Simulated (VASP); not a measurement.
## Ge: single point with LDA

Crystal: Ge.

```xyz
2
Lattice="-2.5745 2.5745 1.3974 2.5745 -2.5745 1.3974 2.5745 2.5745 -1.3974" Properties=species:S:1:pos:R:3 pbc="T T T"
Ge    2.5745    0.0000    0.6987
Ge    0.0000   -0.0100    1.3974
```

```
Program                : VASP 6.6.1
Task                   : single point
Functional             : LDA
Potentials or basis    : VASP PAW LDA potentials, release 64 (Ge_d)
Cutoff                 : 520 eV
k mesh                 : 7 × 7 × 7
Occupations            : methfessel-paxton, width 0.1 eV
Spin                   : no spin polarisation
Dipole correction      : no
Further INCAR settings : ALGO = Normal; EDIFF = 1e-06; NBANDS = 21
```

```yaml
Pressure: -2.9 GPa
Largest_force: 0.024 eV/Å
Band_gap_on_the_k_mesh: zero (bands 14 and 15 overlap by 4.17 eV)
```

Forces on the atoms (eV/Å):
```
Ge   0.000 -0.024  0.000
Ge   0.000  0.024  0.000
```

Stress tensor (GPa, compression positive):
```
-3.44  0.00  0.00
 0.00 -3.43 -0.12
 0.00 -0.12 -1.82
```

Levels at points of the mesh, in eV from the Fermi level:
```
           k point  band 10  band 11  band 12  band 13  band 14  band 15  band 16  band 17  band 18  band 19
(0.00, 0.00, 0.00)   -24.48   -13.26    -4.12    -2.29    -2.29     3.41     7.55     7.55     8.11     8.29
```

Wall time 110 s on 1 thread of Intel Xeon 8259CL (shared host), peak memory 0.19 GiB.

Caveat: the k points lie up to 0.37 Å⁻¹ apart, too coarse for converged energies and pressures of a metal.
